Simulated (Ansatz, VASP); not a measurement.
# One calculation of TiSi, two programs

Contents of INCAR:

```
SYSTEM = TiSi
  PREC = Accurate
  ENCUT = 520
  EDIFF = 1E-6
  ISMEAR = 0
  SIGMA = 0.15
  LREAL = .False.
  LASPH = .True.
  NELM = 60
  ALGO = Normal
  ISIF = 2
  LWAVE = .False.
  LCHARG = .True.
  GGA = PS
  LELF = .True.
  LVHAR = .True.
  NBANDS = 15
```

KPOINTS

```
regular mesh
0
Gamma
  18 18 12
  0 0 0
```

The input POSCAR:

```
TiSi
1.0
    1.8706633400     -2.1811527200      0.0000000000
    1.8706633400      2.1811527200      0.0000000000
    0.0000000000      0.0000000000      3.9180520200
Ti Si
1 1
Direct
    0.5000000000      0.5000000000      0.0000000000
    0.0000000000      0.0000000000      0.5000000000
```

Input for Ansatz:

```yaml
crystal:
  lattice:
    - [1.87066334, -2.18115272, 0.0]
    - [1.87066334, 2.18115272, 0.0]
    - [0.0, 0.0, 3.91805202]
  atoms:
    - { symbol: Ti, position: [0.5, 0.5, 0.0] }
    - { symbol: Si, position: [0.0, 0.0, 0.5] }
basis:
  ecutwfc: 420
kpoints:
  mp_grid: { grid: [18, 18, 12] }
hamiltonian:
  xc: pbesol
scf:
  occupations: { method: gaussian, width: 0.15 }
output:
  forces: true
  stress: true
  eigenvalues: true
```

Change from the starting cell: strain +0.030 along x and y, +0.030 along z, atoms carried along.

Alike in both runs: task single point; functional PBEsol; k mesh 18 × 18 × 12; occupations gaussian, width 0.15 eV; no spin polarisation.

|  | VASP | Ansatz |
| --- | --- | --- |
| version | VASP 6.6.1 | Ansatz 0.2.0 |
| potentials or method | VASP PAW PBE potentials, release 64 (Ti_sv, Si), cutoff 520 eV | scalar-relativistic, plane waves, PAW |
| valence electrons in the cell | 16 | 16 |

```csv
,VASP,Ansatz,Ansatz less VASP
gap on the k mesh at the Fermi level (eV),none,none,-
pressure (GPa),-13.7,-13.7,-0.07
"traceless stress, the component that is largest in VASP (GPa)",1.43,1.49,+0.059
```

VASP's potentials were made for PBE, not for PBEsol. A gap of «none» marks a metal or a gap that the smearing closes.
